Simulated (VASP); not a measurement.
# YN (Fm-3m) in VASP: elastic constants with PBEsol

Aim: the elastic constants of YN with PBEsol.

Program: VASP 6.6.1. These are calculated values, not measurements. Logs are shortened: lines on timing, memory, paths and dates and some standing lists are left out, and cuts for length are marked.

### 1 The cell of the first run

The structure is cubic, space group Fm-3m (No. 225). Conventional cell: a = 4.856 Å, b = 4.856 Å, c = 4.856 Å, α = 90.00°, β = 90.00°, γ = 90.00°. Y (site symmetry m-3m) has 6 N at 2.43 Å within 3.2 Å. Within 3.2 Å of N (site symmetry m-3m) lie 6 Y at 2.43 Å.

### 2 Elastic constants, PBEsol

INCAR

```
SYSTEM = YN
  PREC = Accurate
  ENCUT = 600
  EDIFF = 1E-8
  ISMEAR = -1
  SIGMA = 0.1
  LREAL = .False.
  LASPH = .True.
  NELM = 120
  ALGO = Normal
  ISIF = 3
  LWAVE = .False.
  LCHARG = .False.
  GGA = PS
  NBANDS = 15
  IBRION = 6
  NFREE = 2
  POTIM = 0.015
  NSW = 1
  GGA_COMPAT = .False.
```

KPOINTS

```
Automatic mesh
0
Gamma
  16 16 16
  0 0 0
```

POSCAR

```
YN
1.0
    0.0000000000      2.4279770533      2.4279770533
    2.4279770533      0.0000000000      2.4279770533
    2.4279770533      2.4279770533      0.0000000000
Y N
1 1
Direct
    0.0000000000      0.0000000000      0.0000000000
    0.5000000000      0.5000000000      0.5000000000
```

Potentials or basis: VASP PAW PBE potentials, release 64 (Y_sv, N).

Launch:

```bash
$ cat potpaw_PBE.64/Y_sv/POTCAR potpaw_PBE.64/N/POTCAR > POTCAR
$ mpirun -np 1 vasp_std > vasp.out
```

OUTCAR:

```text
SYSTEM = YN
   PREC = Accurate
   ENCUT = 600
   EDIFF = 1E-8
   ISMEAR = -1
   LREAL = .False.
   LASPH = .True.
   NELM = 120
   ISIF = 3
   GGA = PS
   IBRION = 6
   NFREE = 2
   POTIM = 0.015
   NSW = 1

 ion  position               nearest neighbor table
   1  0.000  0.000  0.000-   2 2.43   2 2.43   2 2.43   2 2.43   2 2.43   2 2.43
   2  0.500  0.500  0.500-   1 2.43   1 2.43   1 2.43   1 2.43   1 2.43   1 2.43

  LATTYP: Found a face centered cubic cell.
 ALAT       =     4.8559541066

  Lattice vectors:

 A1 = (   0.0000000000,   2.4279770533,   2.4279770533)
 A2 = (   2.4279770533,   0.0000000000,   2.4279770533)
 A3 = (   2.4279770533,   2.4279770533,   0.0000000000)

Analysis of symmetry for initial positions (statically):
=====================================================================
 Subroutine PRICEL returns:
 Original cell was already a primitive cell.

 Routine SETGRP: Setting up the symmetry group for a
 face centered cubic supercell.

 Subroutine GETGRP returns: Found 48 space group operations
 (whereof 48 operations were pure point group operations)
 out of a pool of 48 trial point group operations.

The static configuration has the point symmetry O_h .

Analysis of symmetry for dynamics (positions and initial velocities):
=====================================================================
 Subroutine PRICEL returns:
 Original cell was already a primitive cell.

 Routine SETGRP: Setting up the symmetry group for a
 face centered cubic supercell.

 Subroutine GETGRP returns: Found 48 space group operations
 (whereof 48 operations were pure point group operations)
 out of a pool of 48 trial point group operations.

The dynamic configuration has the point symmetry O_h .

 Subroutine INISYM returns: Found 48 space group operations
 (whereof 48 operations are pure point group operations),
 and found     1 'primitive' translations

----------------------------------------------------------------------------------------

                                     Primitive cell

  volume of cell :      28.6262

  direct lattice vectors                    reciprocal lattice vectors
     0.000000000  2.427977053  2.427977053    -0.205932753  0.205932753  0.205932753
     2.427977053  0.000000000  2.427977053     0.205932753 -0.205932753  0.205932753
     2.427977053  2.427977053  0.000000000     0.205932753  0.205932753 -0.205932753

  length of vectors
     3.433678078  3.433678078  3.433678078     0.356685992  0.356685992  0.356685992

  position of ions in fractional coordinates (direct lattice)
     0.000000000  0.000000000  0.000000000
     0.500000000  0.500000000  0.500000000

  ion indices of the primitive-cell ions
   primitive index   ion index
                 1           1
                 2           2

----------------------------------------------------------------------------------------

 KPOINTS: Automatic mesh

Automatic generation of k-mesh.
 Grid dimensions read from file:
 generate k-points for:   16   16   16

 Generating k-lattice:

  Cartesian coordinates                     Fractional coordinates (reciprocal lattice)
    -0.012870797  0.012870797  0.012870797     0.062500000  0.000000000  0.000000000
     0.012870797 -0.012870797  0.012870797     0.000000000  0.062500000  0.000000000
     0.012870797  0.012870797 -0.012870797     0.000000000  0.000000000  0.062500000

  Length of vectors
     0.022292874  0.022292874  0.022292874

  Shift w.r.t. Gamma in fractional coordinates (k-lattice)
     0.000000000  0.000000000  0.000000000

 Subroutine IBZKPT returns following result:
 ===========================================

 Found    145 irreducible k-points:

 Following reciprocal coordinates:
            Coordinates               Weight
  0.000000  0.000000  0.000000      1.000000
  0.062500  0.000000  0.000000      8.000000
  0.125000  0.000000  0.000000      8.000000
  0.187500  0.000000  0.000000      8.000000
  0.250000  0.000000  0.000000      8.000000
  0.312500  0.000000  0.000000      8.000000
[... 16 lines left out ...]
 -0.125000  0.062500  0.000000     24.000000
 -0.062500  0.062500  0.000000     12.000000
 [... further k-points ...]
   k-points           NKPTS =    145   k-points in BZ     NKDIM =    145   number of bands    NBANDS=     15
   number of dos      NEDOS =    301   number of ions     NIONS =      2
[... 42 lines left out ...]
   LHFCALC =     F    Hartree Fock is set to
   AEXX    =    0.0000 exact exchange contribution
   IVDW    =     0    specifies the selected vdW correction
   LEPSILON=     F    determine dielectric tensor
   LRPA    =     F    only Hartree local field effects (RPA)
 finite differences with symmetry
 non-spin polarized calculation
  energy-cutoff  :      600.00
  volume of cell :       28.63
 maximum number of plane-waves:       982
   NGX = 13   NGY = 13   NGZ = 13

--------------------------------------- Ionic step        1  -------------------------------------------

 number of electron      16.0000001 magnetization

 Free energy of the ion-electron system (eV)
  ---------------------------------------------------
  ext. energy  EPLUGINS =         0.00000000
  ---------------------------------------------------
  free energy    TOTEN  =       -19.13397331 eV

  energy without entropy =      -19.13208505  energy(sigma->0) =      -19.13302918

------------------------ aborting loop because EDIFF is reached ----------------------------------------

  FORCE on cell =-STRESS in cart. coord.  units (eV):
  Direction    XX          YY          ZZ          XY          YZ          ZX
  --------------------------------------------------------------------------------------
  -------------------------------------------------------------------------------------
  Total       -0.0429708     -0.0429708     -0.0429708      0.0000000      0.0000000      0.0000000
  in kB       -2.4050300     -2.4050300     -2.4050300      0.0000000      0.0000000      0.0000000
  external PRESSURE =      -2.4050300 kB  Pullay stress =       0.0000000 kB
[... 89 lines left out ...]
  FREE ENERGIE OF THE ION-ELECTRON SYSTEM (eV)
  ---------------------------------------------------
  free  energy   TOTEN  =       -19.1272293811 eV

  energy  without entropy=      -19.1252157560  energy(sigma->0) =      -19.12622257

[... ionic steps 4 to 14 ...]

--------------------------------------- Ionic step       15  -------------------------------------------

 number of electron      16.0000002 magnetization

------------------------ aborting loop because EDIFF is reached ----------------------------------------
[... 67 lines left out ...]
--------------------------------------- Ionic step       17  -------------------------------------------

 number of electron      16.0000001 magnetization

 Free energy of the ion-electron system (eV)
  ---------------------------------------------------
  ext. energy  EPLUGINS =         0.00000000
  ---------------------------------------------------
  free energy    TOTEN  =       -19.13378716 eV

  energy without entropy =      -19.13193428  energy(sigma->0) =      -19.13286072

 E-fermi :   4.2385     XC(G=0): -11.5454

 val. band max:        4.2168129803   @ k =   0.5000   0.5000   0.0000
 cond. band min:       4.2779295534   @ k =   0.0000   0.4375   0.4375
 fundamental gap:      0.0611165730
 Fermi energy:         4.2384821620

 k-point     1 :       0.0000    0.0000    0.0000
  band No.  band energies     occupation
      1     -36.4749      2.00000
      2     -16.1254      2.00000
      3     -16.1253      2.00000
      4     -16.1253      2.00000
      5      -8.7948      2.00000
      6       4.1215      1.52610
      7       4.1215      1.52610
      8       4.1219      1.52494
      9       7.2529      0.00000
     10       7.2552      0.00000
     11       7.2552      0.00000
     12       8.3864      0.00000
     13       9.3117      0.00000
     14       9.3146      0.00000
[... 401 lines left out ...]
      2     -16.2587      2.00000
      3     -16.1533      2.00000
      4     -16.1260      2.00000
      5      -8.5995      2.00000
      6       3.4002      1.99954
      7       3.6768      1.99275
      8       3.9297      1.91274
      9       7.2618      0.00000
     10       7.4019      0.00000
     11       7.7221      0.00000
     12       8.8610      0.00000
     13       9.7442      0.00000
     14      10.0536      0.00000
     15      15.5896      0.00000

 [... further k-points ...]

------------------------ aborting loop because EDIFF is reached ----------------------------------------

  FORCE on cell =-STRESS in cart. coord.  units (eV):
  Direction    XX          YY          ZZ          XY          YZ          ZX
  --------------------------------------------------------------------------------------
  -------------------------------------------------------------------------------------
  Total       -0.0352476     -0.0446397     -0.0446397     -0.0000000      0.0000000      0.0000000
  in kB       -1.9727696     -2.4984358     -2.4984358     -0.0000000      0.0000000      0.0000000
  external PRESSURE =      -2.3232137 kB  Pullay stress =       0.0000000 kB
[... 17 lines left out ...]
  FREE ENERGIE OF THE ION-ELECTRON SYSTEM (eV)
  ---------------------------------------------------
  free  energy   TOTEN  =       -19.1337871630 eV

  energy  without entropy=      -19.1319342769  energy(sigma->0) =      -19.13286072

 INTERNAL STRAIN TENSORS FROM STRAINED CELLS
 ============================================

 INTERNAL STRAIN TENSOR FOR ION    1 for displacements in x,y,z  (eV/Angst):
          X           Y           Z          XY          YZ          ZX
  --------------------------------------------------------------------------------
  x     0.00000    -0.00000     0.00000    -0.00000     0.00000     0.00000
  y     0.00000    -0.00000    -0.00000     0.00000    -0.00000     0.00000
  z    -0.00000     0.00000     0.00000     0.00000    -0.00000     0.00000

 INTERNAL STRAIN TENSORS FROM DISPLACED ATOMS
 ============================================

 INTERNAL STRAIN TENSOR FOR ION    1 for displacements in x,y,z  (eV/Angst):
          X           Y           Z          XY          YZ          ZX
  --------------------------------------------------------------------------------
  x     0.00000     0.00000     0.00000     0.00000     0.00000     0.00000
  y     0.00000     0.00000     0.00000     0.00000     0.00000     0.00000
  z     0.00000     0.00000     0.00000     0.00000     0.00000     0.00000

 INTERNAL STRAIN TENSOR FOR ION    2 for displacements in x,y,z  (eV/Angst):
          X           Y           Z          XY          YZ          ZX
  --------------------------------------------------------------------------------
  x     0.00000     0.00000     0.00000     0.00000     0.00000     0.00000
  y     0.00000     0.00000     0.00000     0.00000     0.00000     0.00000
  z     0.00000     0.00000     0.00000     0.00000     0.00000     0.00000

 Eigenvectors and eigenvalues of the dynamical matrix
 ----------------------------------------------------

   1 f  =    5.788072 THz    36.367530 2PiTHz  193.069305 cm-1    23.937532 meV
             X         Y         Z           dx          dy          dz
      0.000000  0.000000  0.000000     0.000880    0.028665    0.367350
      2.427977  2.427977  2.427977    -0.002221   -0.072320   -0.926821
[... 21 lines left out ...]
   6 f/i=    0.002419 THz     0.015201 2PiTHz    0.080698 cm-1     0.010005 meV
             X         Y         Z           dx          dy          dz
      0.000000  0.000000  0.000000     0.319680   -0.865912   -0.110599
      2.427977  2.427977  2.427977     0.126707   -0.343209   -0.043836

--------------------------------------------------------------------------------------------------------

 ELASTIC MODULI CONTR FROM IONIC RELAXATION (kBar)
 Direction    XX          YY          ZZ          XY          YZ          ZX
 --------------------------------------------------------------------------------
 XX           0.0000      0.0000      0.0000      0.0000      0.0000      0.0000
 YY           0.0000      0.0000      0.0000      0.0000      0.0000      0.0000
 ZZ           0.0000      0.0000      0.0000      0.0000      0.0000      0.0000
 XY           0.0000      0.0000      0.0000      0.0000      0.0000      0.0000
 YZ           0.0000      0.0000      0.0000      0.0000      0.0000      0.0000
 ZX           0.0000      0.0000      0.0000      0.0000      0.0000      0.0000
 --------------------------------------------------------------------------------

 TOTAL ELASTIC MODULI (kBar)
 Direction    XX          YY          ZZ          XY          YZ          ZX
 --------------------------------------------------------------------------------
 XX        3469.2899    822.7067    822.7067     -0.0000      0.0000     -0.0000
 YY         822.7067   3469.2899    822.7067     -0.0000      0.0000      0.0000
 ZZ         822.7067    822.7067   3469.2899     -0.0000      0.0000     -0.0000
 XY          -0.0000     -0.0000     -0.0000   1255.7234      0.0000      0.0000
 YZ           0.0000      0.0000      0.0000      0.0000   1255.7234     -0.0000
 ZX          -0.0000      0.0000     -0.0000      0.0000     -0.0000   1255.7234
 --------------------------------------------------------------------------------
```

Run time: 78 min. Hardware: 1 thread of Oxide Virtual Turin-like, shared host; peak memory 1 GiB.

What came out:

```yaml
Elastic_constants_C11_C12_C44: 347, 82, 126 GPa
Voigt_bulk_modulus: 170 GPa
Highest_phonon_frequency_at_Γ: 193 cm⁻¹
```

Phonon frequencies in cm⁻¹ (negative: imaginary):
| q point | frequencies |
| --- | --- |
| (0.000, 0.000, 0.000) | 0 0 0 193 193 193 |

Elastic tensor in Voigt notation (GPa, in the Cartesian axes of the cell as first typed):
```
347  82  82   0   0   0
 82 347  82   0   0   0
 82  82 347   0   0   0
  0   0   0 126   0   0
  0   0   0   0 126   0
  0   0   0   0   0 126
```

Clamped-ion elastic tensor (GPa):
```
347  82  82   0   0   0
 82 347  82   0   0   0
 82  82 347   0   0   0
  0   0   0 126   0   0
  0   0   0   0 126   0
  0   0   0   0   0 126
```

Caveat: the PAW data sets were made with another functional, which shifts forces and pressure a little.
